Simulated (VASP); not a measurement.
# Zr (P6_3/mmc) in VASP: further runs

The runs below take Zr through relaxation of cell and atoms, with BLYP, RPBE+D3(BJ).

Program: VASP 6.6.1. These are calculated values, not measurements. Logs are shortened: lines on timing, memory, paths and dates and some standing lists are left out, and cuts for length are marked.

### Step 1. The cell of the first run

Symmetry: P6_3/mmc, No. 194, hexagonal system. The conventional cell has a = 3.232 Å, b = 3.232 Å, c = 5.147 Å, α = 90.00°, β = 90.00°, γ = 120.00°. Within 4.2 Å of Zr (site symmetry -6m2) lie 12 Zr at 3.18 to 3.23 Å.

### Step 2. Relaxation of cell and atoms, BLYP

Contents of INCAR:

```
PREC = Accurate
ENCUT = 600
EDIFF = 1E-7
ISMEAR = -1
SIGMA = 0.05
LREAL = F
LASPH = T
NELM = 60
ALGO = Normal
ISIF = 3
LWAVE = F
LCHARG = F
GGA = B5
ALDAX = 1.0
AGGAX = 1.0
AGGAC = 1.0
ALDAC = 0.0
IBRION = 2
NSW = 80
EDIFFG = -0.005
```

Contents of KPOINTS:

```
regular mesh
0
Gamma
  9 9 5
```

Contents of POSCAR:

```
Zr
1.0
    3.2320000000      0.0000000000      0.0000000000
   -1.6160000000      2.7989941050      0.0000000000
    0.0000000000      0.0000000000      5.1470000000
Zr
2
Direct
    0.6666666667      0.3333333333      0.7500000000
    0.3333333333      0.6666666667      0.2500000000
```

Potentials or basis: VASP PAW PBE potentials, release 64 (Zr_sv).

Command:

```bash
cat potpaw_PBE.64/Zr_sv/POTCAR > POTCAR
mpirun -np 1 vasp_std > vasp.out
```

OUTCAR:

```text
PREC = Accurate
   ENCUT = 600
   EDIFF = 1E-7
   ISMEAR = -1
   LREAL = F
   LASPH = T
   NELM = 60
   ISIF = 3
   GGA = B5
   IBRION = 2
   NSW = 80
   EDIFFG = -0.005

 ion  position               nearest neighbor table
   1  0.667  0.333  0.750-   2 3.18   2 3.18   2 3.18   2 3.18   2 3.18   2 3.18
   2  0.333  0.667  0.250-   1 3.18   1 3.18   1 3.18   1 3.18   1 3.18   1 3.18

  LATTYP: Found a hexagonal cell.
 ALAT       =     3.2320000000
 C/A-ratio  =     1.5925123762

  Lattice vectors:

 A1 = (   3.2320000000,   0.0000000000,   0.0000000000)
 A2 = (  -1.6160000000,   2.7989941050,   0.0000000000)
 A3 = (   0.0000000000,   0.0000000000,   5.1470000000)

Analysis of symmetry for initial positions (statically):
=====================================================================
 Subroutine PRICEL returns:
 Original cell was already a primitive cell.

 Routine SETGRP: Setting up the symmetry group for a
 hexagonal supercell.

 Subroutine GETGRP returns: Found 24 space group operations
 (whereof 12 operations were pure point group operations)
 out of a pool of 24 trial point group operations.

The static configuration has the point symmetry D_3d.
 The point group associated with its full space group is D_6h.

Analysis of symmetry for dynamics (positions and initial velocities):
=====================================================================
 Subroutine PRICEL returns:
 Original cell was already a primitive cell.

 Routine SETGRP: Setting up the symmetry group for a
 hexagonal supercell.

 Subroutine GETGRP returns: Found 24 space group operations
 (whereof 12 operations were pure point group operations)
 out of a pool of 24 trial point group operations.

The dynamic configuration has the point symmetry D_3d.
 The point group associated with its full space group is D_6h.

 Subroutine INISYM returns: Found 24 space group operations
 (whereof 12 operations are pure point group operations),
 and found     1 'primitive' translations

----------------------------------------------------------------------------------------

                                     Primitive cell

  volume of cell :      46.5616

  direct lattice vectors                    reciprocal lattice vectors
     3.232000000  0.000000000  0.000000000     0.309405941  0.178635603  0.000000000
    -1.616000000  2.798994105  0.000000000     0.000000000  0.357271206  0.000000000
     0.000000000  0.000000000  5.147000000     0.000000000  0.000000000  0.194287935

  length of vectors
     3.232000000  3.232000000  5.147000000     0.357271206  0.357271206  0.194287935

  position of ions in fractional coordinates (direct lattice)
     0.666666667  0.333333333  0.750000000
     0.333333333  0.666666667  0.250000000

  ion indices of the primitive-cell ions
   primitive index   ion index
                 1           1
                 2           2

----------------------------------------------------------------------------------------

 KPOINTS: regular mesh

Automatic generation of k-mesh.
 Grid dimensions read from file:
 generate k-points for:    9    9    5

 Generating k-lattice:

  Cartesian coordinates                     Fractional coordinates (reciprocal lattice)
     0.034378438  0.019848400  0.000000000     0.111111111  0.000000000  0.000000000
     0.000000000  0.039696801  0.000000000     0.000000000  0.111111111  0.000000000
     0.000000000  0.000000000  0.038857587     0.000000000  0.000000000  0.200000000

  Length of vectors
     0.039696801  0.039696801  0.038857587

  Shift w.r.t. Gamma in fractional coordinates (k-lattice)
     0.000000000  0.000000000  0.000000000

 Subroutine IBZKPT returns following result:
 ===========================================

 Found     36 irreducible k-points:

 Following reciprocal coordinates:
            Coordinates               Weight
  0.000000  0.000000  0.000000      1.000000
  0.111111  0.000000  0.000000      6.000000
  0.222222  0.000000  0.000000      6.000000
  0.333333  0.000000  0.000000      6.000000
  0.444444  0.000000  0.000000      6.000000
  0.111111  0.111111  0.000000      6.000000
[... 16 lines left out ...]
  0.333333  0.222222  0.200000     24.000000
  0.333333  0.333333  0.200000      4.000000
 [... further k-points ...]
   k-points           NKPTS =     36   k-points in BZ     NKDIM =     36   number of bands    NBANDS=     16
   number of dos      NEDOS =    301   number of ions     NIONS =      2
   total plane-waves  NPLWV =  32928
   dimension x,y,z NGX =    28 NGY =   28 NGZ =   42
   dimension x,y,z NGXF=    56 NGYF=   56 NGZF=   84
   ions per type =               2
   NGX,Y,Z   is equivalent  to a cutoff of  14.40, 14.40, 13.57 a.u.
   NGXF,Y,Z  is equivalent  to a cutoff of  28.80, 28.80, 27.13 a.u.
 SYSTEM =  unknown system
   PREC   = accura    normal or accurate (medium, high low for compatibility)
   ISTART =      0    job   : 0-new  1-cont  2-samecut
   ICHARG =      2    charge: 1-file 2-atom 10-const
   ISPIN  =      1    spin polarized calculation?
   LNONCOLLINEAR =      F non collinear calculations
   LSORBIT =      F    spin-orbit coupling
   LASPH  =      T    aspherical Exc in radial PAW
   ENCUT  =  600.0 eV  44.10 Ry    6.64 a.u.   6.46  6.46 10.28*2*pi/ulx,y,z
   NELM   =     60;   NELMIN=  2; NELMDL= -5     # of ELM steps
   EDIFF  = 0.1E-06   stopping-criterion for ELM
   LREAL  =      F    real-space projection
   EDIFFG = -.5E-02   stopping-criterion for IOM
   NSW    =     80    number of steps for IOM
   IBRION =      2    ionic relax: 0-MD 1-quasi-New 2-CG
   NFREE  =      1    steps in history (QN), initial steepest desc. (CG)
   ISIF   =      3    stress and relaxation
   ISYM   =      2    0-nonsym 1-usesym 2-fastsym
   POTIM  = 0.5000    time-step for ionic-motion
   TEBEG  =    0.0;   TEEND  =   0.0 temperature during run
   PSTRESS=    0.0 pullay stress
   NELECT =      24.0000    total number of electrons
   NUPDOWN=      -1.0000    fix difference up-down
   EMIN   =  10.00;   EMAX   =-10.00  energy-range for DOS
   EFERMI =   0.00;   METHOD = LEGACY
   ISMEAR =    -1;   SIGMA  =   0.05  broadening in eV -4-tet -1-fermi 0-gaus
   EFERMI_NEDOS =   21; number of points for ismear=-14 and -15
   IALGO  =     38    algorithm
   IMIX   =      4    mixing-type and parameters
     AMIX     =   0.40;   BMIX     =  1.00
     AMIX_MAG =   1.60;   BMIX_MAG =  1.00
  volume/ion in A,a.u.               =      23.28       157.11
  Fermi-wavevector in a.u.,A,eV,Ry     =   1.312611  2.480475 23.442130  1.722948
  Thomas-Fermi vector in A             =   2.442991
   LORBIT       =      0    0 simple, 1 ext, 2 COOP (PROOUT), +10 PAW based schemes
   GGA     = B5    functional components
   LHFCALC =     F    Hartree Fock is set to
   AEXX    =    0.0000 exact exchange contribution
   IVDW    =     0    specifies the selected vdW correction
   LEPSILON=     F    determine dielectric tensor
   LRPA    =     F    only Hartree local field effects (RPA)
 conjugate gradient relaxation of ions
 non-spin polarized calculation
  energy-cutoff  :      600.00
  volume of cell :       46.56
 maximum number of plane-waves:      1572
 NGX is ok and might be reduce to    28
   NGX = 13   NGY = 13   NGZ = 21

--------------------------------------- Ionic step        1  -------------------------------------------

 number of electron      24.0000000 magnetization

 Free energy of the ion-electron system (eV)
  ---------------------------------------------------
  ext. energy  EPLUGINS =         0.00000000
  ---------------------------------------------------
  free energy    TOTEN  =       -14.64678279 eV

  energy without entropy =      -14.62894300  energy(sigma->0) =      -14.63786289

------------------------ aborting loop because EDIFF is reached ----------------------------------------

  FORCE on cell =-STRESS in cart. coord.  units (eV):
  Direction    XX          YY          ZZ          XY          YZ          ZX
  --------------------------------------------------------------------------------------
  -------------------------------------------------------------------------------------
  Total        0.9786527      0.9786527      1.2885389      0.0000000     -0.0000000      0.0000000
  in kB       33.6753158     33.6753158     44.3384600      0.0000000     -0.0000000      0.0000000
  external PRESSURE =      37.2296972 kB  Pullay stress =       0.0000000 kB
[... 273 lines left out ...]
  energy  without entropy=      -14.6512019605  energy(sigma->0) =      -14.65981950

--------------------------------------- Ionic step        9  -------------------------------------------

 number of electron      24.0000000 magnetization

 Free energy of the ion-electron system (eV)
  ---------------------------------------------------
  ext. energy  EPLUGINS =         0.00000000
  ---------------------------------------------------
  free energy    TOTEN  =       -14.66843901 eV

  energy without entropy =      -14.65119721  energy(sigma->0) =      -14.65981811

 E-fermi :   9.0756     XC(G=0): -10.3407

 val. band max:        9.0731418455   @ k =   0.0000   0.0000   0.4000
 cond. band min:       9.0762922762   @ k =   0.1111   0.0000   0.4000
 fundamental gap:      0.0031504306
 Fermi energy:         9.0756132315

 k-point     1 :       0.0000    0.0000    0.0000
  band No.  band energies     occupation
      1     -39.7728      2.00000
      2     -39.6447      2.00000
      3     -18.3200      2.00000
      4     -17.5516      2.00000
      5     -17.5516      2.00000
      6     -17.4494      2.00000
[... 8 lines left out ...]
     15      10.4965      0.00000
     16      10.4965      0.00000
[... 420 lines left out ...]
  band No.  band energies     occupation
      1     -39.6250      2.00000
      2     -39.6250      2.00000
      3     -18.0273      2.00000
      4     -18.0198      2.00000
      5     -18.0198      2.00000
      6     -17.8076      2.00000
[... 8 lines left out ...]
     15      10.7125      0.00000
     16      12.5195      0.00000

 [... further k-points ...]

------------------------ aborting loop because EDIFF is reached ----------------------------------------

  FORCE on cell =-STRESS in cart. coord.  units (eV):
  Direction    XX          YY          ZZ          XY          YZ          ZX
  --------------------------------------------------------------------------------------
  -------------------------------------------------------------------------------------
  Total       -0.0034492     -0.0034492     -0.0025656      0.0000000     -0.0000000      0.0000000
  in kB       -0.1141778     -0.1141778     -0.0849288      0.0000000     -0.0000000      0.0000000
  external PRESSURE =      -0.1044281 kB  Pullay stress =       0.0000000 kB
[... 17 lines left out ...]
  FREE ENERGIE OF THE ION-ELECTRON SYSTEM (eV)
  ---------------------------------------------------
  free  energy   TOTEN  =       -14.6684390072 eV

  energy  without entropy=      -14.6511972106  energy(sigma->0) =      -14.65981811

 reached required accuracy - stopping structural energy minimisation
```

Run time: 5.4 min. Hardware: 1 thread of Intel Xeon 8259CL, shared host; peak memory 0.2 GiB.

What came out:

```
Free energy                           : -14.6684 eV
Relaxed volume                        : 24.20 Å³/atom
Relaxed cell                          : a = 3.264 Å, b = 3.264 Å, c = 5.245 Å, α = 90.00°, β = 90.00°, γ = 120.00°
Space group after relaxing (to 0.1 Å) : P6_3/mmc (No. 194)
Energy gained by relaxing             : 10.8 meV/atom
Ionic steps                           : 9
Pressure after relaxing               : 0.0 GPa
Band gap on the k mesh                : zero (bands 12 and 13 overlap by 1.06 eV)
```

The path:
| step | energy change (eV) | largest force (eV/Å) | pressure (GPa) | volume (Å³) |
| --- | --- | --- | --- | --- |
| 1 | 0.0000 | 0.0000 | 3.72 | 46.56 |
| 2 | -0.0021 | 0.0000 | -3.21 | 50.30 |
| 3 | -0.0214 | 0.0000 | -0.06 | 48.44 |
| 4 | -0.0214 | 0.0000 | 0.01 | 48.40 |
| 5 | -0.0216 | 0.0000 | 0.03 | 48.39 |
| 6 | -0.0217 | 0.0000 | 0.04 | 48.37 |
| 7 | -0.0217 | 0.0000 | 0.04 | 48.37 |
| 8 | -0.0217 | 0.0000 | -0.04 | 48.42 |
| 9 | -0.0217 | 0.0000 | -0.01 | 48.40 |

Final structure:
```yaml
crystal:
  lattice:
    - [3.26440, 0.00000, 0.00000]
    - [-1.63220, 2.82705, 0.00000]
    - [0.00000, 0.00000, 5.24462]
  atoms:
    - { symbol: Zr, position: [0.66667, 0.33333, 0.75000] }
    - { symbol: Zr, position: [0.33333, 0.66667, 0.25000] }
```

Levels at points of the mesh, in eV from the Fermi level:
| k point | band 10 | band 11 | band 12 | band 13 | band 14 | band 15 |
| --- | --- | --- | --- | --- | --- | --- |
| (0.00, 0.00, 0.00) | -2.91 | 0.80 | 0.80 | 0.85 | 1.16 | 1.42 |

Caveat: the PAW data sets were made with another functional, which shifts forces and pressure a little.

### Step 3. Relaxation of cell and atoms, RPBE+D3(BJ)

Contents of INCAR:

```
SYSTEM = Zr
PREC = Accurate
ENCUT = 600
EDIFF = 1E-7
ISMEAR = -1
SIGMA = 0.05
LREAL = .FALSE.
LASPH = .TRUE.
NELM = 80
ALGO = Normal
ISIF = 3
LWAVE = .FALSE.
LCHARG = .FALSE.
GGA = RP
IVDW = 12
IBRION = 2
NSW = 80
EDIFFG = -0.02
```

Contents of KPOINTS:

```
Automatic mesh
0
G
  9 9 5
  0 0 0
```

POSCAR is that of step 2.

Potentials or basis: VASP PAW PBE potentials, release 64 (Zr_sv).

Command:

```bash
cat potpaw_PBE.64/Zr_sv/POTCAR > POTCAR
mpirun -np 1 vasp_std > vasp.out
```

OUTCAR:

```text
SYSTEM = Zr
   PREC = Accurate
   ENCUT = 600
   EDIFF = 1E-7
   ISMEAR = -1
   LREAL = .FALSE.
   LASPH = .TRUE.
   NELM = 80
   ISIF = 3
   GGA = RP
   IVDW = 12
   IBRION = 2
   NSW = 80
   EDIFFG = -0.02
 IVDW          = 12

 ion  position               nearest neighbor table
   1  0.667  0.333  0.750-   2 3.18   2 3.18   2 3.18   2 3.18   2 3.18   2 3.18
   2  0.333  0.667  0.250-   1 3.18   1 3.18   1 3.18   1 3.18   1 3.18   1 3.18

  LATTYP: Found a hexagonal cell.
 ALAT       =     3.2320000000
 C/A-ratio  =     1.5925123762

  Lattice vectors:

 A1 = (   3.2320000000,   0.0000000000,   0.0000000000)
 A2 = (  -1.6160000000,   2.7989941050,   0.0000000000)
 A3 = (   0.0000000000,   0.0000000000,   5.1470000000)

Analysis of symmetry for initial positions (statically):
[... 757 lines left out ...]
  free  energy   TOTEN  =       -24.6694697842 eV

  energy  without entropy=      -24.6522929165  energy(sigma->0) =      -24.66088135

[... ionic steps 4 to 7 ...]

--------------------------------------- Ionic step        8  -------------------------------------------

 number of electron      24.0000000 magnetization

------------------------ aborting loop because EDIFF is reached ----------------------------------------
[... 75 lines left out ...]
--------------------------------------- Ionic step       10  -------------------------------------------

 number of electron      24.0000000 magnetization

 Free energy of the ion-electron system (eV)
  ---------------------------------------------------
  ext. energy  EPLUGINS =         0.00000000
  ---------------------------------------------------
  free energy    TOTEN  =       -14.69091200 eV

  energy without entropy =      -14.66993982  energy(sigma->0) =      -14.68042591

 E-fermi :  12.6530     XC(G=0): -12.4064

 val. band max:       12.6376383566   @ k =   0.1111   0.1111   0.4000
 cond. band min:      12.6717863898   @ k =   0.2222   0.2222   0.0000
 fundamental gap:      0.0341480332
 Fermi energy:        12.6529853693

 k-point     1 :       0.0000    0.0000    0.0000
  band No.  band energies     occupation
      1     -35.8421      2.00000
      2     -35.4237      2.00000
      3     -14.9584      2.00000
      4     -12.9153      2.00000
      5     -12.9153      2.00000
      6     -12.7321      2.00000
[... 480 lines left out ...]
  FREE ENERGIE OF THE ION-ELECTRON SYSTEM (eV)
  ---------------------------------------------------
  free  energy   TOTEN  =       -24.6944304368 eV

  energy  without entropy=      -24.6734582505  energy(sigma->0) =      -24.68394434

 reached required accuracy - stopping structural energy minimisation
```

OSZICAR:

```text
N       E                     dE             d eps       ncg     rms          rms(c)
DAV:   1     0.231169413629E+03    0.23117E+03   -0.14716E+04  1152   0.166E+03
DAV:   2    -0.223453087913E+01   -0.23340E+03   -0.23157E+03  1472   0.434E+02
DAV:   3    -0.165613787515E+02   -0.14327E+02   -0.14243E+02  2216   0.820E+01
[... 105 lines left out ...]
DAV:   5    -0.146909096093E+02   -0.37130E-04   -0.90949E-05  1720   0.559E-02    0.119E-02
DAV:   6    -0.146909110160E+02   -0.14067E-05   -0.32240E-06  1296   0.150E-02    0.364E-03
DAV:   7    -0.146909116067E+02   -0.59073E-06   -0.12166E-07   848   0.382E-03    0.140E-03
DAV:   8    -0.146909120693E+02   -0.46256E-06   -0.49919E-08   584   0.302E-03    0.416E-04
DAV:   9    -0.146909120020E+02    0.67274E-07   -0.95520E-09   576   0.940E-04
  10 F= -.24694430E+02 E0= -.24683944E+02  d E =-.707440E-04
```

Wall time 5.9 min (1 thread of Intel Xeon 8259CL, shared host); peak memory 0.21 GiB.

Results:

| Item | Value |
| --- | --- |
| Free energy | -24.6944 eV |
| Relaxed volume | 17.44 Å³/atom |
| Relaxed cell | a = 2.897 Å, b = 2.897 Å, c = 4.801 Å, α = 90.00°, β = 90.00°, γ = 120.00° |
| Space group after relaxing (to 0.1 Å) | P6_3/mmc (No. 194) |
| Pressure after relaxing | 0.0 GPa |
| Band gap on the k mesh | zero (bands 12 and 13 overlap by 1.26 eV) |
| Dispersion energy per atom | -5.002 eV |

Final structure:
```yaml
crystal:
  lattice:
    - [2.89671, 0.00000, 0.00000]
    - [-1.44835, 2.50862, 0.00000]
    - [0.00000, 0.00000, 4.80051]
  atoms:
    - { symbol: Zr, position: [0.66667, 0.33333, 0.75000] }
    - { symbol: Zr, position: [0.33333, 0.66667, 0.25000] }
```

Levels at points of the mesh, in eV from the Fermi level:
| k point | band 8 | band 9 | band 10 | band 11 | band 12 | band 13 | band 14 | band 15 | band 16 |
| --- | --- | --- | --- | --- | --- | --- | --- | --- | --- |
| (0.00, 0.00, 0.00) | -25.31 | -5.86 | -3.78 | 0.62 | 0.94 | 0.94 | 1.83 | 1.83 | 2.38 |

Caveat: the volume moved by over 15 % at a fixed basis, so the end points are rough; the PAW data sets were made with another functional, which shifts forces and pressure a little.
